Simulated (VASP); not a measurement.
## H2ClF: single point with PBE

H2ClF:

```
Cl H F
1.0
     8.24747    0.00000    0.00000
     0.00000    8.24747    0.00000
     0.00000    0.00000    8.24747
Cl H F
6 12 6
Direct
  0.99943 0.38603 0.60240
  0.70497 0.04417 0.80573
  0.28851 0.15777 0.25815
  0.78263 0.71148 0.00689
  0.21296 0.01840 0.63305
  0.52668 0.40455 0.92821
  0.99171 0.25616 0.51832
  0.84883 0.11981 0.77678
  0.31293 0.30789 0.18006
  0.76385 0.84129 0.89908
  0.21208 0.15940 0.55708
  0.48308 0.25653 0.97574
  0.13860 0.20354 0.98733
  0.01780 0.00398 0.26545
  0.23872 0.52684 0.48137
  0.25118 0.04319 0.95748
  0.73693 0.37856 0.43253
  0.84905 0.67185 0.70220
  0.04398 0.27938 0.95477
  0.91937 0.04545 0.24768
  0.28585 0.45883 0.40660
  0.16673 0.97282 0.99007
  0.67552 0.44869 0.36318
  0.77351 0.69790 0.62297
```

```json
{
 "Program": "VASP 6.6.1",
 "Task": "single point",
 "Functional": "PBE",
 "Potentials or basis": "VASP PAW PBE potentials, release 64 (Cl, H, F)",
 "Cutoff": "520 eV",
 "k mesh": "1 × 1 × 1",
 "Occupations": "fermi-dirac, width 0.05 eV",
 "Spin": "no spin polarisation",
 "Dipole correction": "no",
 "Further INCAR settings": "LREAL = Auto; ALGO = Normal; EDIFF = 1e-06; NBANDS = 66"
}
```

```
Pressure               : 0.0 GPa
Largest force          : 3.882 eV/Å
Band gap on the k mesh : 4.09 eV
```

Forces on the atoms (eV/Å):
```
Cl  -0.400  0.169  0.275
Cl   1.328  1.057 -0.695
Cl   0.826  2.060 -1.393
Cl   0.041  0.943 -0.970
Cl   0.008  0.526 -0.389
Cl  -0.600 -1.063  0.465
H   -0.034 -0.219 -0.380
H   -1.378 -0.679  0.526
H   -0.344 -1.927  1.339
H    0.212 -1.236  1.275
H    0.272 -0.702  0.402
H    0.525  1.088 -0.405
H   -3.224  2.079 -0.591
H    2.807 -1.258  0.314
H   -0.506  0.755  0.759
H    0.248 -0.756 -0.103
H   -0.512  0.746 -0.551
H    0.309 -0.184  0.781
F    2.615 -1.790  0.774
F   -2.969  1.290 -0.239
F    0.719 -0.383 -0.763
F    0.034 -0.038 -0.160
F    0.419 -0.689  0.460
F   -0.394  0.209 -0.732
```

Stress tensor (GPa, compression positive):
```
 0.34 -0.74 -0.05
-0.74 -0.64  1.52
-0.05  1.52  0.41
```

Levels at points of the mesh, in eV from the valence-band top:
| k point | band 44 | band 45 | band 46 | band 47 | band 48 | band 49 | band 50 | band 51 | band 52 | band 53 |
| --- | --- | --- | --- | --- | --- | --- | --- | --- | --- | --- |
| (0.00, 0.00, 0.00) | -1.13 | -0.89 | -0.72 | -0.17 | 0.00 | 4.09 | 5.17 | 5.27 | 5.67 | 6.19 |

It took 38 s on 1 thread of Intel(R) Xeon(R) 6975P-C (Granite Rapids), with other jobs on the host, peak memory 0.55 GiB.

Caveat: the k points lie up to 0.76 Å⁻¹ apart.
